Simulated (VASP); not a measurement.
Here is a VASP 6.6.1 calculation.

INCAR

```
PREC = Accurate ; ENCUT = 520
EDIFF = 1E-7 ; ISMEAR = 0
SIGMA = 0.01 ; LREAL = F
LASPH = T ; NELM = 100
ALGO = Normal ; ISIF = 2
LWAVE = F ; LCHARG = F
GGA = PE ; NBANDS = 17
```

KPOINTS

```
Automatic mesh
0
Gamma
  4 4 4
```

Contents of POSCAR:

```
PbO
1.0
    0.0000000000      2.7987768025      2.7987768025
    2.7987768025      0.0000000000      2.7987768025
    2.7987768025      2.7987768025      0.0000000000
Pb O
1 1
Direct
    0.0000000000      0.0000000000      0.0000000000
    0.2500000000      0.2500000000      0.2500000000
```

Potentials or basis: VASP PAW PBE potentials, release 64 (Pb_d, O).

Command:

```bash
$ cat potpaw_PBE.64/Pb_d/POTCAR potpaw_PBE.64/O/POTCAR > POTCAR
$ mpirun -np 1 vasp_std > vasp.out
```

Q: Estimate the pressure.

A: 2.4 GPa.

Q: Predict the band gap on the k mesh.

A: 0.43 eV (least direct gap 0.61 eV).

Caveat: the k points lie up to 0.49 Å⁻¹ apart; spin-orbit coupling is left out, which moves the levels of the heavy elements. A k mesh can miss the band edges.
